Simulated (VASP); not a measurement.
# GaN in VASP: further runs

GaN is run at these levels: PBE+D3(BJ); tasks: single point.

Program: VASP 6.6.1. These are calculated values, not measurements. Logs are shortened: lines on timing, memory, paths and dates and some standing lists are left out, and cuts for length are marked.

### Step 1. The cell of the first run

The cell holds a slab with vacuum, 24 atoms: a = 6.393 Å, b = 5.209 Å, c = 26.271 Å, α = 90.00°, β = 90.00°, γ = 90.00°.

### Step 2. Single point, PBE+D3(BJ)

The input, INCAR:

```
SYSTEM = GaN
  ALGO = Normal
  DIPOL = 0.5 0.5 0.427
  EDIFF = 1E-6
  ENCUT = 520
  GGA = PE
  GGA_COMPAT = .FALSE.
  IDIPOL = 3
  ISIF = 2
  ISMEAR = 0
  IVDW = 12
  LASPH = .TRUE.
  LCHARG = .TRUE.
  LDIPOL = .TRUE.
  LELF = .TRUE.
  LREAL = .FALSE.
  LVACPOTAV = .TRUE.
  LVHAR = .TRUE.
  LWAVE = .FALSE.
  NBANDS = 126
  NELM = 120
  NELMDL = -8
  PREC = Accurate
  SIGMA = 0.05
```

The input, KPOINTS:

```
k-points
0
G
  3 3 1
  0 0 0
```

The input, POSCAR:

```
GaN
1.0
    6.3931260417      0.0000000000      0.0000000000
    0.0000000000      5.2085710379      0.0000000000
    0.0000000000      0.0000000000     26.2710778220
Ga N
12 12
Direct
    0.5000000000      0.0008110330      0.3045173880
    0.0000000000      0.0008110330      0.3045173880
    0.7500000000      0.5008110330      0.3396422606
    0.2500000000      0.5008110330      0.3396422606
    0.7500000000      0.0008110330      0.4098920057
    0.2500000000      0.0008110330      0.4098920057
    0.0000131199      0.4988915835      0.4433515416
    0.5000179646      0.4998564921      0.4430464842
    0.0000186018      0.0035318087      0.5189221636
    0.5000051864      0.0048336423      0.5167021425
    0.2508348150      0.4700887471      0.5407375429
    0.7494206545      0.4701816193      0.5408401331
    0.5000000000      0.6241889670      0.3045173880
    0.0000000000      0.6241889670      0.3045173880
    0.7500000000      0.1241889670      0.3396422606
    0.2500000000      0.1241889670      0.3396422606
    0.7500000000      0.6241889670      0.4098920057
    0.2500000000      0.6241889670      0.4098920057
    0.0000005085      0.1228159233      0.4443790235
    0.4999959855      0.1241673059      0.4436146616
    0.0000872687      0.6274600979      0.5165465797
    0.5001284951      0.6282925936      0.5156664576
    0.2518980288      0.1211447366      0.5498608751
    0.7481546147      0.1210673195      0.5498448125
```

Potentials or basis: VASP PAW PBE potentials, release 64 (Ga_d, N).

Launch:

```sh
cat potpaw_PBE.64/Ga_d/POTCAR potpaw_PBE.64/N/POTCAR > POTCAR
mpirun -np 1 vasp_std > vasp.out
```

OUTCAR:

```text
SYSTEM = GaN
   EDIFF = 1E-6
   ENCUT = 520
   GGA = PE
   ISIF = 2
   ISMEAR = 0
   IVDW = 12
   LASPH = .TRUE.
   LREAL = .FALSE.
   NELM = 120
   NELMDL = -8
   PREC = Accurate
 IVDW          = 12

 ion  position               nearest neighbor table
   1  0.500  0.001  0.305-  15 1.95  16 1.95  13 1.96
   2  0.000  0.001  0.305-  15 1.95  16 1.95  14 1.96
   3  0.750  0.501  0.340-  17 1.95  14 1.95  13 1.95  15 1.96
   4  0.250  0.501  0.340-  18 1.95  14 1.95  13 1.95  16 1.96
   5  0.750  0.001  0.410-  20 1.94  19 1.94  15 1.95  17 1.96
   6  0.250  0.001  0.410-  20 1.94  19 1.94  16 1.95  18 1.96
   7  0.000  0.499  0.443-  18 1.94  17 1.94  19 1.96  21 2.04
   8  0.500  0.500  0.443-  17 1.93  18 1.93  20 1.96  22 2.02
   9  0.000  0.004  0.519-  24 1.90  23 1.90  21 1.96  19 2.05
  10  0.500  0.005  0.517-  24 1.91  23 1.91  22 1.96  20 2.02
  11  0.251  0.470  0.541-  23 1.83  21 1.91  22 1.91
  12  0.749  0.470  0.541-  24 1.83  21 1.91  22 1.91
  13  0.500  0.624  0.305-   3 1.95   4 1.95   1 1.96
  14  0.000  0.624  0.305-   3 1.95   4 1.95   2 1.96
  15  0.750  0.124  0.340-   5 1.95   2 1.95   1 1.95   3 1.96
  16  0.250  0.124  0.340-   6 1.95   2 1.95   1 1.95   4 1.96
  17  0.750  0.624  0.410-   8 1.93   7 1.94   3 1.95   5 1.96
  18  0.250  0.624  0.410-   8 1.93   7 1.94   4 1.95   6 1.96
  19  0.000  0.123  0.444-   6 1.94   5 1.94   7 1.96   9 2.05
  20  0.500  0.124  0.444-   6 1.94   5 1.94   8 1.96  10 2.02
  21  0.000  0.627  0.517-  11 1.91  12 1.91   9 1.96   7 2.04
  22  0.500  0.628  0.516-  11 1.91  12 1.91  10 1.96   8 2.02
  23  0.252  0.121  0.550-  11 1.83   9 1.90  10 1.91
  24  0.748  0.121  0.550-  12 1.83   9 1.90  10 1.91

  LATTYP: Found a simple orthorhombic cell.
 ALAT       =     5.2085710379
 B/A-ratio  =     1.2274241813
 C/A-ratio  =     5.0438167457

  Lattice vectors:

 A1 = (   0.0000000000,  -5.2085710379,   0.0000000000)
 A2 = (   6.3931260417,   0.0000000000,   0.0000000000)
 A3 = (   0.0000000000,   0.0000000000,  26.2710778220)

Analysis of symmetry for initial positions (statically):
=====================================================================
 Subroutine PRICEL returns:
 Original cell was already a primitive cell.

 Routine SETGRP: Setting up the symmetry group for a
 simple orthorhombic supercell.

 Subroutine GETGRP returns: Found  1 space group operations
 (whereof  1 operations were pure point group operations)
 out of a pool of  8 trial point group operations.

The static configuration has the point symmetry C_1 .

Analysis of symmetry for dynamics (positions and initial velocities):
=====================================================================
 Subroutine PRICEL returns:
 Original cell was already a primitive cell.

 Routine SETGRP: Setting up the symmetry group for a
 simple orthorhombic supercell.

 Subroutine GETGRP returns: Found  1 space group operations
 (whereof  1 operations were pure point group operations)
 out of a pool of  8 trial point group operations.

The dynamic configuration has the point symmetry C_1 .

 Subroutine INISYM returns: Found  1 space group operations
 (whereof  1 operations are pure point group operations),
 and found     1 'primitive' translations

----------------------------------------------------------------------------------------

                                     Primitive cell

  volume of cell :     874.8020

  direct lattice vectors                    reciprocal lattice vectors
     6.393126042  0.000000000  0.000000000     0.156418002  0.000000000  0.000000000
     0.000000000  5.208571038  0.000000000     0.000000000  0.191991238  0.000000000
     0.000000000  0.000000000 26.271077822     0.000000000  0.000000000  0.038064674

  length of vectors
     6.393126042  5.208571038 26.271077822     0.156418002  0.191991238  0.038064674

  position of ions in fractional coordinates (direct lattice)
     0.500000000  0.000811033  0.304517388
     0.000000000  0.000811033  0.304517388
     0.750000000  0.500811033  0.339642261
     0.250000000  0.500811033  0.339642261
     0.750000000  0.000811033  0.409892006
     0.250000000  0.000811033  0.409892006
[... 16 lines left out ...]
     0.251898029  0.121144737  0.549860875
     0.748154615  0.121067319  0.549844812

  ion indices of the primitive-cell ions
   primitive index   ion index
                 1           1
                 2           2
                 3           3
                 4           4
                 5           5
                 6           6
[... 16 lines left out ...]
                23          23
                24          24

----------------------------------------------------------------------------------------

 KPOINTS: k-points

Automatic generation of k-mesh.
 Grid dimensions read from file:
 generate k-points for:    3    3    1

 Generating k-lattice:

  Cartesian coordinates                     Fractional coordinates (reciprocal lattice)
     0.052139334  0.000000000  0.000000000     0.333333333  0.000000000  0.000000000
     0.000000000  0.063997079  0.000000000     0.000000000  0.333333333  0.000000000
     0.000000000  0.000000000  0.038064674     0.000000000  0.000000000  1.000000000

  Length of vectors
     0.052139334  0.063997079  0.038064674

  Shift w.r.t. Gamma in fractional coordinates (k-lattice)
     0.000000000  0.000000000  0.000000000

 Subroutine IBZKPT returns following result:
 ===========================================

 Found      5 irreducible k-points:

 Following reciprocal coordinates:
            Coordinates               Weight
  0.000000  0.000000  0.000000      1.000000
  0.333333  0.000000  0.000000      2.000000
  0.000000  0.333333  0.000000      2.000000
  0.333333  0.333333  0.000000      2.000000
 -0.333333  0.333333  0.000000      2.000000
   k-points           NKPTS =      5   k-points in BZ     NKDIM =      5   number of bands    NBANDS=    126
   number of dos      NEDOS =    301   number of ions     NIONS =     24
   total plane-waves  NPLWV = 376320
   dimension x,y,z NGX =    48 NGY =   40 NGZ =  196
   dimension x,y,z NGXF=    96 NGYF=   80 NGZF=  392
   ions per type =              12  12
   NGX,Y,Z   is equivalent  to a cutoff of  12.48, 12.77, 12.40 a.u.
   NGXF,Y,Z  is equivalent  to a cutoff of  24.96, 25.53, 24.81 a.u.
 SYSTEM =  GaN
   PREC   = accura    normal or accurate (medium, high low for compatibility)
   ISTART =      0    job   : 0-new  1-cont  2-samecut
   ICHARG =      2    charge: 1-file 2-atom 10-const
   ISPIN  =      1    spin polarized calculation?
   LNONCOLLINEAR =      F non collinear calculations
   LSORBIT =      F    spin-orbit coupling
   LASPH  =      T    aspherical Exc in radial PAW
   ENCUT  =  520.0 eV  38.22 Ry    6.18 a.u.  11.89  9.68 48.85*2*pi/ulx,y,z
   NELM   =    120;   NELMIN=  2; NELMDL= -8     # of ELM steps
   EDIFF  = 0.1E-05   stopping-criterion for ELM
   LREAL  =      F    real-space projection
   EDIFFG = 0.1E-04   stopping-criterion for IOM
   NSW    =      0    number of steps for IOM
   IBRION =     -1    ionic relax: 0-MD 1-quasi-New 2-CG
   NFREE  =      0    steps in history (QN), initial steepest desc. (CG)
   ISIF   =      2    stress and relaxation
   ISYM   =      2    0-nonsym 1-usesym 2-fastsym
   POTIM  = 0.5000    time-step for ionic-motion
   TEBEG  =    0.0;   TEEND  =   0.0 temperature during run
   PSTRESS=    0.0 pullay stress
   NELECT =     216.0000    total number of electrons
   NUPDOWN=      -1.0000    fix difference up-down
   EMIN   =  10.00;   EMAX   =-10.00  energy-range for DOS
   EFERMI =   0.00;   METHOD = LEGACY
   ISMEAR =     0;   SIGMA  =   0.05  broadening in eV -4-tet -1-fermi 0-gaus
   EFERMI_NEDOS =   21; number of points for ismear=-14 and -15
   IALGO  =     38    algorithm
   IMIX   =      4    mixing-type and parameters
     AMIX     =   0.40;   BMIX     =  1.00
     AMIX_MAG =   1.60;   BMIX_MAG =  1.00
  volume/ion in A,a.u.               =      36.45       245.98
  Fermi-wavevector in a.u.,A,eV,Ry     =   1.027045  1.940834 14.351719  1.054822
  Thomas-Fermi vector in A             =   2.160970
   LORBIT       =      0    0 simple, 1 ext, 2 COOP (PROOUT), +10 PAW based schemes
   GGA     = PE    functional components
   LHFCALC =     F    Hartree Fock is set to
   AEXX    =    0.0000 exact exchange contribution
   IVDW    =    12    specifies the selected vdW correction
   LEPSILON=     F    determine dielectric tensor
   LRPA    =     F    only Hartree local field effects (RPA)
 non-spin polarized calculation
 Gauss-broadening in eV      SIGMA  =   0.05
  energy-cutoff  :      520.00
  volume of cell :      874.80
 maximum number of plane-waves:     23593
   NGX = 23   NGY = 19   NGZ = 97

 number of electron     215.9999982 magnetization

 dipolmoment           0.000000      0.000000      0.030242 electrons x Angstroem

 Free energy of the ion-electron system (eV)
  ---------------------------------------------------
  ext. energy  EPLUGINS =         0.00000000
  ---------------------------------------------------
  free energy    TOTEN  =      -138.31147064 eV

  energy without entropy =     -138.31147064  energy(sigma->0) =     -138.31147064

 E-fermi :  -1.5190     XC(G=0):  -4.2598

 val. band max:       -1.7590277676   @ k =   0.0000   0.0000   0.0000
 cond. band min:      -1.0827883889   @ k =   0.0000   0.0000   0.0000
 fundamental gap:      0.6762393787
 Fermi energy:        -1.5190247651

 k-point     1 :       0.0000    0.0000    0.0000
  band No.  band energies     occupation
      1     -18.0801      2.00000
      2     -17.7630      2.00000
      3     -17.5396      2.00000
      4     -17.4892      2.00000
      5     -17.4335      2.00000
      6     -17.2165      2.00000
[... 112 lines left out ...]
    119       3.4952      0.00000
    120       3.5212      0.00000

 k-point     2 :       0.3333    0.0000    0.0000
  band No.  band energies     occupation
      1     -17.9282      2.00000
      2     -17.6733      2.00000
      3     -17.6522      2.00000
      4     -17.5333      2.00000
      5     -17.3723      2.00000
      6     -17.2632      2.00000
[... 365 lines left out ...]
      3     -17.5786      2.00000
      4     -17.4790      2.00000
      5     -17.3398      2.00000
      6     -17.2421      2.00000
[... 112 lines left out ...]
    119       3.6499      0.00000
    120       3.8689      0.00000
 [bands above 120 left out]

------------------------ aborting loop because EDIFF is reached ----------------------------------------

 Edisp (eV)   -4.51284

 E8    (eV) :    -1.8909

  FORCE on cell =-STRESS in cart. coord.  units (eV):
  Direction    XX          YY          ZZ          XY          YZ          ZX
  --------------------------------------------------------------------------------------
  -------------------------------------------------------------------------------------
  Total       3.56036    -5.08878    -0.03057    -0.00029     1.50779    -0.01308
  in kB       6.52071    -9.31998    -0.05599    -0.00053     2.76149    -0.02395
  external pressure =       -0.95 kB  Pullay stress =        0.00 kB

 VOLUME and BASIS-vectors are now :
 -----------------------------------------------------------------------------
  energy-cutoff  :      520.00
  volume of cell :      874.80
      direct lattice vectors                 reciprocal lattice vectors
     6.393126042  0.000000000  0.000000000     0.156418002  0.000000000  0.000000000
     0.000000000  5.208571038  0.000000000     0.000000000  0.191991238  0.000000000
     0.000000000  0.000000000 26.271077822     0.000000000  0.000000000  0.038064674

 POSITION                                       TOTAL-FORCE (eV/Angst)
 -----------------------------------------------------------------------------------
      3.19656      0.00422      8.00000         0.000040     -1.996645      1.467682
      0.00000      0.00422      8.00000        -0.000042     -1.998505      1.469563
      4.79484      2.60851      8.92277         0.008631      1.091902     -1.624740
      1.59828      2.60851      8.92277        -0.008450      1.091599     -1.625421
      4.79484      0.00422     10.76830         0.107935     -0.340844      0.368705
      1.59828      0.00422     10.76830        -0.108093     -0.340479      0.368250
[... 16 lines left out ...]
      1.61042      0.63099     14.44544        -0.052130      0.094014     -0.132070
      4.78305      0.63059     14.44502         0.051057      0.103915     -0.126370
 -----------------------------------------------------------------------------------
    total drift:                                0.000045      0.002965     -0.000091

  FREE ENERGIE OF THE ION-ELECTRON SYSTEM (eV)
  ---------------------------------------------------
  free  energy   TOTEN  =      -142.8243154355 eV

  energy  without entropy=     -142.8243154355  energy(sigma->0) =     -142.82431544

 vacuum level on the upper side and lower side of the slab         3.478         3.314
```

Wall time 76 min (1 thread of Intel Xeon 8259CL, shared host); peak memory 0.97 GiB.

Results:

- Free energy: -142.8243 eV
- Largest force: 2.481 eV/Å
- Band gap on the k mesh: 0.68 eV
- Dispersion energy per atom: -0.188 eV

Forces in eV/Å, atoms in the order of the input:
```
Ga   0.000 -1.997  1.468
Ga   0.000 -1.999  1.470
Ga   0.009  1.092 -1.625
Ga  -0.008  1.092 -1.625
Ga   0.108 -0.341  0.369
Ga  -0.108 -0.340  0.368
Ga  -0.004 -0.040 -0.013
Ga   0.003 -0.053 -0.033
Ga   0.004  0.102  0.084
Ga   0.001  0.028  0.436
Ga  -0.008 -0.177 -0.087
Ga   0.002 -0.185 -0.104
N    0.000  0.661  0.369
N    0.000  0.663  0.364
N    0.007  0.521 -1.182
N   -0.007  0.521 -1.182
N    0.039  0.078  0.601
N   -0.036  0.078  0.603
N    0.000 -0.005 -0.059
N    0.000 -0.005 -0.047
N   -0.003  0.069  0.011
N    0.002  0.038  0.076
N   -0.052  0.094 -0.132
N    0.051  0.104 -0.126
```

### Step 3. Single point, PBE+D3(BJ)

This run uses another cell than the first one.

The input, INCAR:

```
SYSTEM = GaN
PREC = Accurate ; ENCUT = 520
EDIFF = 1E-7 ; ISMEAR = 0
SIGMA = 0.05 ; LREAL = Auto
LASPH = .True. ; NELM = 100
ALGO = Normal ; ISIF = 2
LWAVE = .False. ; LCHARG = .True.
LDIPOL = .True. ; IDIPOL = 3
DIPOL = 0.5 0.5 0.499 ; GGA = PE
IVDW = 12 ; LELF = .True.
LVHAR = .True. ; LVACPOTAV = .True.
NBANDS = 126
```

The input, KPOINTS:

```
regular mesh
0
Gamma
  4 5 1
  0 0 0
```

The input, POSCAR:

```
GaN
1.0
    6.3931260417      0.0000000000      0.0000000000
    0.0000000000      5.2085710379      0.0000000000
    0.0000000000      0.0000000000     23.4593778220
Ga N
12 12
Direct
    0.5000000000      0.0008110330      0.3623284498
    0.0000000000      0.0008110330      0.3623284498
    0.7500000000      0.5008110330      0.4016631784
    0.2500000000      0.5008110330      0.4016631784
    0.7500000000      0.0008110330      0.4803326357
    0.2500000000      0.0008110330      0.4803326357
    0.0000000000      0.4985855010      0.5174131174
    0.5000000000      0.4985855010      0.5174131174
    0.0000000000      0.0043984739      0.6019462192
    0.5000000000      0.0043984739      0.6019462192
    0.2500000000      0.4697423695      0.6259660110
    0.7500000000      0.4697423695      0.6259660110
    0.5000000000      0.6241889670      0.3623284498
    0.0000000000      0.6241889670      0.3623284498
    0.7500000000      0.1241889670      0.4016631784
    0.2500000000      0.1241889670      0.4016631784
    0.7500000000      0.6241889670      0.4803326357
    0.2500000000      0.6241889670      0.4803326357
    0.0000000000      0.1229993609      0.5185922778
    0.5000000000      0.1229993609      0.5185922778
    0.0000000000      0.6289320273      0.5991784892
    0.5000000000      0.6289320273      0.5991784892
    0.2500000000      0.1228212410      0.6367649208
    0.7500000000      0.1228212410      0.6367649208
```

Potentials or basis: VASP PAW PBE potentials, release 64 (Ga_d, N).

Launch:

```sh
cat potpaw_PBE.64/Ga_d/POTCAR potpaw_PBE.64/N/POTCAR > POTCAR
mpirun -np 1 vasp_std > vasp.out
```

It took 58 min on 1 thread of Oxide Virtual Turin-like, shared host; peak memory 0.98 GiB.

The run converged. Its results:

* Free energy: -142.8845 eV
* Largest force: 2.466 eV/Å
* Band gap on the k mesh: 0.69 eV
* Dispersion energy per atom: -0.188 eV

Forces on the atoms (eV/Å):
```
Ga   0.000 -1.990  1.457
Ga   0.000 -1.990  1.457
Ga   0.000  1.089 -1.636
Ga   0.000  1.089 -1.636
Ga   0.000 -0.341  0.404
Ga   0.000 -0.341  0.404
Ga   0.000 -0.007 -0.019
Ga   0.000 -0.007 -0.019
Ga   0.000  0.008  0.021
Ga   0.000  0.008  0.021
Ga   0.000 -0.031  0.012
Ga   0.000 -0.031  0.012
N    0.000  0.661  0.373
N    0.000  0.661  0.373
N    0.000  0.518 -1.181
N    0.000  0.518 -1.181
N    0.000  0.064  0.575
N    0.000  0.064  0.575
N    0.000  0.004 -0.001
N    0.000  0.004 -0.001
N    0.000  0.011  0.012
N    0.000  0.011  0.012
N    0.000  0.015 -0.016
N    0.000  0.015 -0.016
```

Levels at points of the mesh, in eV from the valence-band top:
```
           k point  band 106  band 107  band 108  band 109  band 110  band 111
(0.00, 0.00, 0.00)     -0.45     -0.26      0.00      0.69      1.88      1.93
(0.50, 0.00, 0.00)     -0.67     -0.30     -0.30      1.58      1.58      2.69
```
